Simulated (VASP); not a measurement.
# Al in VASP: single point with PBE

Aim: the single point of Al with PBE.

Program: VASP 6.6.1. These are calculated values, not measurements. Logs are shortened: lines on timing, memory, paths and dates and some standing lists are left out, and cuts for length are marked.

## Step 1: The cell of the first run

The cell holds a slab with vacuum, 17 atoms: a = 5.728 Å, b = 5.728 Å, c = 19.075 Å, α = 90.00°, β = 90.00°, γ = 90.00°.

## Step 2: Single point, PBE

INCAR reads:

```
SYSTEM = Al
  PREC = Accurate
  ENCUT = 520
  EDIFF = 1E-7
  ISMEAR = 0
  SIGMA = 0.15
  LREAL = Auto
  LASPH = .True.
  NELM = 100
  ALGO = Normal
  ISIF = 2
  LWAVE = .False.
  LCHARG = .True.
  GGA = PE
  LELF = .True.
  LVHAR = .True.
  NBANDS = 40
```

KPOINTS reads:

```
regular mesh
0
Gamma
  3 3 1
  0 0 0
```

POSCAR reads:

```
Al
1.0
    5.7275650000      0.0000000000      0.0000000000
    0.0000000000      5.7275650000      0.0000000000
    0.0000000000      0.0000000000     19.0750000000
Al
17
Direct
    0.2499999564      0.2499999564      0.0524245872
    0.7500000436      0.2499999564      0.0524245872
    0.2499999564      0.7500000436      0.0524245872
    0.7500000436      0.7500000436      0.0524245872
    0.0004792613     -0.0008572578      0.1575411796
    0.5005416787      0.0037803150      0.1587573263
    0.0004782137      0.5006993373      0.1575414941
    0.5005395836      0.4960748590      0.1587538139
    0.2488088743      0.2494641266      0.2702975623
    0.7562929447      0.2494648249      0.2702628047
    0.2485255078      0.7494711976      0.2705211533
    0.7566124522      0.7494706738      0.2705407602
    0.0030129732     -0.0047831845      0.3779604194
    0.5029437466      0.0081984229      0.3724642726
    0.0030129732      0.5035415574      0.3779662385
    0.5029444450      0.4904682880      0.3724565662
    0.5030301708      0.7492613353      0.4898177720
```

Potentials or basis: VASP PAW PBE potentials, release 64 (Al).

On the command line:

```bash
cat potpaw_PBE.64/Al/POTCAR > POTCAR
mpirun -np 1 vasp_std > vasp.out
```

OUTCAR:

```text
SYSTEM = Al
   PREC = Accurate
   ENCUT = 520
   EDIFF = 1E-7
   ISMEAR = 0
   LREAL = Auto
   LASPH = .True.
   NELM = 100
   ISIF = 2
   GGA = PE

 ion  position               nearest neighbor table
   1  0.250  0.250  0.052-   7 2.85   5 2.85   8 2.86   6 2.86   2 2.86   3 2.86   2 2.86   3 2.86

   2  0.750  0.250  0.052-   7 2.85   8 2.85   5 2.85   6 2.85   1 2.86   4 2.86   4 2.86   1 2.86

   3  0.250  0.750  0.052-   5 2.85   7 2.85   1 2.86   4 2.86   4 2.86   1 2.86   6 2.88   8 2.88
[... 21 lines left out ...]
  14  0.503  0.008  0.372-  17 2.69  16 2.76  10 2.80   9 2.80  12 2.84  11 2.85  13 2.87  13 2.87
                            16 2.97
  15  0.003  0.504  0.378-  13 2.82  11 2.86  12 2.86  16 2.87  16 2.87   9 2.88  10 2.89  13 2.91

  16  0.503  0.490  0.372-  17 2.68  14 2.76  10 2.79   9 2.80  12 2.84  11 2.85  15 2.87  15 2.87
                            14 2.97
  17  0.503  0.749  0.490-  16 2.68  14 2.69

  LATTYP: Found a simple tetragonal cell.
 ALAT       =     5.7275650000
 C/A-ratio  =     3.3303856002

  Lattice vectors:

 A1 = (   5.7275650000,   0.0000000000,   0.0000000000)
 A2 = (   0.0000000000,   5.7275650000,   0.0000000000)
 A3 = (   0.0000000000,   0.0000000000,  19.0750000000)

Analysis of symmetry for initial positions (statically):
=====================================================================
 Subroutine PRICEL returns:
 Original cell was already a primitive cell.

 Routine SETGRP: Setting up the symmetry group for a
 simple tetragonal supercell.

 Subroutine GETGRP returns: Found  1 space group operations
 (whereof  1 operations were pure point group operations)
 out of a pool of 16 trial point group operations.

The static configuration has the point symmetry C_1 .

Analysis of symmetry for dynamics (positions and initial velocities):
=====================================================================
 Subroutine PRICEL returns:
 Original cell was already a primitive cell.

 Routine SETGRP: Setting up the symmetry group for a
 simple tetragonal supercell.

 Subroutine GETGRP returns: Found  1 space group operations
 (whereof  1 operations were pure point group operations)
 out of a pool of 16 trial point group operations.

The dynamic configuration has the point symmetry C_1 .

 Subroutine INISYM returns: Found  1 space group operations
 (whereof  1 operations are pure point group operations),
 and found     1 'primitive' translations

----------------------------------------------------------------------------------------

                                     Primitive cell

  volume of cell :     625.7554

  direct lattice vectors                    reciprocal lattice vectors
     5.727565000  0.000000000  0.000000000     0.174594265  0.000000000  0.000000000
     0.000000000  5.727565000  0.000000000     0.000000000  0.174594265  0.000000000
     0.000000000  0.000000000 19.075000000     0.000000000  0.000000000  0.052424640

  length of vectors
     5.727565000  5.727565000 19.075000000     0.174594265  0.174594265  0.052424640

  position of ions in fractional coordinates (direct lattice)
     0.249999956  0.249999956  0.052424587
     0.750000044  0.249999956  0.052424587
     0.249999956  0.750000044  0.052424587
     0.750000044  0.750000044  0.052424587
     0.000479261  0.999142742  0.157541180
     0.500541679  0.003780315  0.158757326
[... 9 lines left out ...]
     0.502944445  0.490468288  0.372456566
     0.503030171  0.749261335  0.489817772

  ion indices of the primitive-cell ions
   primitive index   ion index
                 1           1
                 2           2
                 3           3
                 4           4
                 5           5
                 6           6
[... 9 lines left out ...]
                16          16
                17          17

----------------------------------------------------------------------------------------

 KPOINTS: regular mesh

Automatic generation of k-mesh.
 Grid dimensions read from file:
 generate k-points for:    3    3    1

 Generating k-lattice:

  Cartesian coordinates                     Fractional coordinates (reciprocal lattice)
     0.058198088  0.000000000  0.000000000     0.333333333  0.000000000  0.000000000
     0.000000000  0.058198088  0.000000000     0.000000000  0.333333333  0.000000000
     0.000000000  0.000000000  0.052424640     0.000000000  0.000000000  1.000000000

  Length of vectors
     0.058198088  0.058198088  0.052424640

  Shift w.r.t. Gamma in fractional coordinates (k-lattice)
     0.000000000  0.000000000  0.000000000

 Subroutine IBZKPT returns following result:
 ===========================================

 Found      5 irreducible k-points:

 Following reciprocal coordinates:
            Coordinates               Weight
  0.000000  0.000000  0.000000      1.000000
  0.333333  0.000000  0.000000      2.000000
  0.000000  0.333333  0.000000      2.000000
  0.333333  0.333333  0.000000      2.000000
 -0.333333  0.333333  0.000000      2.000000
   k-points           NKPTS =      5   k-points in BZ     NKDIM =      5   number of bands    NBANDS=     40
   number of dos      NEDOS =    301   number of ions     NIONS =     17
   total plane-waves  NPLWV = 331776
   dimension x,y,z NGX =    48 NGY =   48 NGZ =  144
   dimension x,y,z NGXF=    96 NGYF=   96 NGZF=  288
   ions per type =              17
   NGX,Y,Z   is equivalent  to a cutoff of  13.93, 13.93, 12.55 a.u.
   NGXF,Y,Z  is equivalent  to a cutoff of  27.86, 27.86, 25.10 a.u.
 SYSTEM =  Al
   PREC   = accura    normal or accurate (medium, high low for compatibility)
   ISTART =      0    job   : 0-new  1-cont  2-samecut
   ICHARG =      2    charge: 1-file 2-atom 10-const
   ISPIN  =      1    spin polarized calculation?
   LNONCOLLINEAR =      F non collinear calculations
   LSORBIT =      F    spin-orbit coupling
   LASPH  =      T    aspherical Exc in radial PAW
   ENCUT  =  520.0 eV  38.22 Ry    6.18 a.u.  10.65 10.65 35.47*2*pi/ulx,y,z
   NELM   =    100;   NELMIN=  2; NELMDL= -5     # of ELM steps
   EDIFF  = 0.1E-06   stopping-criterion for ELM
   LREAL  =      T    real-space projection
   EDIFFG = 0.1E-05   stopping-criterion for IOM
   NSW    =      0    number of steps for IOM
   IBRION =     -1    ionic relax: 0-MD 1-quasi-New 2-CG
   NFREE  =      0    steps in history (QN), initial steepest desc. (CG)
   ISIF   =      2    stress and relaxation
   ISYM   =      2    0-nonsym 1-usesym 2-fastsym
   POTIM  = 0.5000    time-step for ionic-motion
   TEBEG  =    0.0;   TEEND  =   0.0 temperature during run
   PSTRESS=    0.0 pullay stress
   NELECT =      51.0000    total number of electrons
   NUPDOWN=      -1.0000    fix difference up-down
   EMIN   =  10.00;   EMAX   =-10.00  energy-range for DOS
   EFERMI =   0.00;   METHOD = LEGACY
   ISMEAR =     0;   SIGMA  =   0.15  broadening in eV -4-tet -1-fermi 0-gaus
   EFERMI_NEDOS =   21; number of points for ismear=-14 and -15
   IALGO  =     38    algorithm
   IMIX   =      4    mixing-type and parameters
     AMIX     =   0.40;   BMIX     =  1.00
     AMIX_MAG =   1.60;   BMIX_MAG =  1.00
  volume/ion in A,a.u.               =      36.81       248.40
  Fermi-wavevector in a.u.,A,eV,Ry     =   0.709790  1.341309  6.854645  0.503802
  Thomas-Fermi vector in A             =   1.796466
   LORBIT       =      0    0 simple, 1 ext, 2 COOP (PROOUT), +10 PAW based schemes
   GGA     = PE    functional components
   LHFCALC =     F    Hartree Fock is set to
   AEXX    =    0.0000 exact exchange contribution
   IVDW    =     0    specifies the selected vdW correction
   LEPSILON=     F    determine dielectric tensor
   LRPA    =     F    only Hartree local field effects (RPA)
 non-spin polarized calculation
 Gauss-broadening in eV      SIGMA  =   0.15
  energy-cutoff  :      520.00
  volume of cell :      625.76
 maximum number of plane-waves:     16899
 NGX is ok and might be reduce to    42
   NGX = 21   NGY = 21   NGZ = 71

 number of electron      51.0000000 magnetization

 Free energy of the ion-electron system (eV)
  ---------------------------------------------------
  ext. energy  EPLUGINS =         0.00000000
  ---------------------------------------------------
  free energy    TOTEN  =       -59.08605387 eV

  energy without entropy =      -58.99076059  energy(sigma->0) =      -59.03840723

 E-fermi :   1.2318     XC(G=0):  -5.7946

 val. band max:        1.1779917018   @ k =   0.3333   0.0000   0.0000
 cond. band min:       1.2925547134   @ k =  -0.3333   0.3333   0.0000
 fundamental gap:      0.1145630116
 Fermi energy:         1.2318156250

 k-point     1 :       0.0000    0.0000    0.0000
  band No.  band energies     occupation
      1      -9.2082      2.00000
      2      -8.0210      2.00000
      3      -5.9352      2.00000
      4      -4.8332      2.00000
      5      -4.7730      2.00000
      6      -4.7656      2.00000
[... 29 lines left out ...]
     36       3.1526      0.00000
     37       3.4264      0.00000

 k-point     2 :       0.3333    0.0000    0.0000
  band No.  band energies     occupation
      1      -8.7094      2.00000
      2      -7.5308      2.00000
      3      -7.2192      2.00000
      4      -6.0610      2.00000
      5      -5.4410      2.00000
      6      -4.3085      2.00000
[... 29 lines left out ...]
     36       3.6396      0.00000
     37       3.6680      0.00000

 k-point     3 :       0.0000    0.3333    0.0000
  band No.  band energies     occupation
      1      -8.7092      2.00000
      2      -7.5272      2.00000
      3      -7.2221      2.00000
      4      -6.0594      2.00000
      5      -5.4488      2.00000
      6      -4.3194      2.00000
[... 29 lines left out ...]
     36       3.6367      0.00000
     37       3.8241      0.00000

 k-point     4 :       0.3333    0.3333    0.0000
  band No.  band energies     occupation
      1      -8.2122      2.00000
      2      -7.0390      2.00000
      3      -6.7522      2.00000
      4      -6.7049      2.00000
      5      -5.5853      2.00000
      6      -5.5720      2.00000
[... 29 lines left out ...]
     36       3.7049      0.00000
     37       4.0800      0.00000

 k-point     5 :      -0.3333    0.3333    0.0000
  band No.  band energies     occupation
      1      -8.2122      2.00000
      2      -7.0390      2.00000
      3      -6.7522      2.00000
      4      -6.7049      2.00000
      5      -5.5853      2.00000
      6      -5.5720      2.00000
[... 29 lines left out ...]
     36       3.7050      0.00000
     37       4.0799      0.00000
 [bands above 37 left out]

------------------------ aborting loop because EDIFF is reached ----------------------------------------

  FORCE on cell =-STRESS in cart. coord.  units (eV):
  Direction    XX          YY          ZZ          XY          YZ          ZX
  --------------------------------------------------------------------------------------
  -------------------------------------------------------------------------------------
  Total      -10.2733439     -7.8213593      0.0337684      0.0047204     -0.0025512     -0.0334279
  in kB      -26.3037586    -20.0257238      0.0864601      0.0120861     -0.0065321     -0.0855883
  external PRESSURE =     -15.4143408 kB  Pullay stress =       0.0000000 kB

 VOLUME and BASIS-vectors are now :
 -----------------------------------------------------------------------------
  energy-cutoff  :      520.00
  volume of cell :      625.76
      direct lattice vectors                 reciprocal lattice vectors
     5.727565000  0.000000000  0.000000000     0.174594265  0.000000000  0.000000000
     0.000000000  5.727565000  0.000000000     0.000000000  0.174594265  0.000000000
     0.000000000  0.000000000 19.075000000     0.000000000  0.000000000  0.052424640

 POSITION                                       TOTAL-FORCE (eV/Angst)
 -----------------------------------------------------------------------------------
      1.43189      1.43189      1.00000         0.062138      0.000087     -0.000746
      4.29567      1.43189      1.00000        -0.057343      0.000087     -0.001232
      1.43189      4.29567      1.00000        -0.061786      0.000345      0.000084
      4.29567      4.29567      1.00000         0.064948      0.000354      0.003334
      0.00275      5.72266      3.00510         0.001123      0.001632     -0.001105
      2.86688      0.02165      3.02830        -0.000591     -0.001019     -0.002721
[... 9 lines left out ...]
      2.88065      2.80919      7.10461         0.000703     -0.001954      0.001216
      2.88114      4.29144      9.34327        -0.003255      0.001839      0.001922
 -----------------------------------------------------------------------------------
    total drift:                               -0.009414     -0.002591      0.001914

  FREE ENERGIE OF THE ION-ELECTRON SYSTEM (eV)
  ---------------------------------------------------
  free  energy   TOTEN  =       -59.0860538662 eV

  energy  without entropy=      -58.9907605872  energy(sigma->0) =      -59.03840723
```

It took 7.7 min on 1 thread of AMD EPYC 7R43 (Zen 3), shared host; peak memory 0.59 GiB.

What came out:

```yaml
Free_energy: -59.0861 eV
Largest_force: 0.065 eV/Å
Band_gap_on_the_k_mesh: zero (an odd number of electrons rules out a gap without spin polarisation)
```

Forces on the atoms (eV/Å):
```
Al   0.062  0.000 -0.001
Al  -0.057  0.000 -0.001
Al  -0.062  0.000  0.000
Al   0.065  0.000  0.003
Al   0.001  0.002 -0.001
Al  -0.001 -0.001 -0.003
Al   0.001 -0.001 -0.001
Al   0.000  0.001 -0.003
Al  -0.001  0.000 -0.003
Al  -0.001  0.000  0.001
Al  -0.001 -0.001 -0.002
Al   0.000  0.001  0.002
Al  -0.003  0.003  0.002
Al   0.001 -0.001  0.001
Al  -0.003 -0.003  0.001
Al   0.001 -0.002  0.001
Al  -0.003  0.002  0.002
```

Levels at points of the mesh, in eV from the Fermi level:
| k point | band 23 | band 24 | band 25 | band 26 | band 27 | band 28 |
| --- | --- | --- | --- | --- | --- | --- |
| (0.00, 0.00, 0.00) | -0.98 | -0.95 | -0.54 | -0.25 | -0.19 | -0.07 |

Caveat: the k points lie up to 0.37 Å⁻¹ apart, too coarse for converged energies and pressures of a metal; there is no dipole correction, which matters where the two faces differ.

The gap in the log of VASP goes by the Fermi energy; the results here count the filled bands.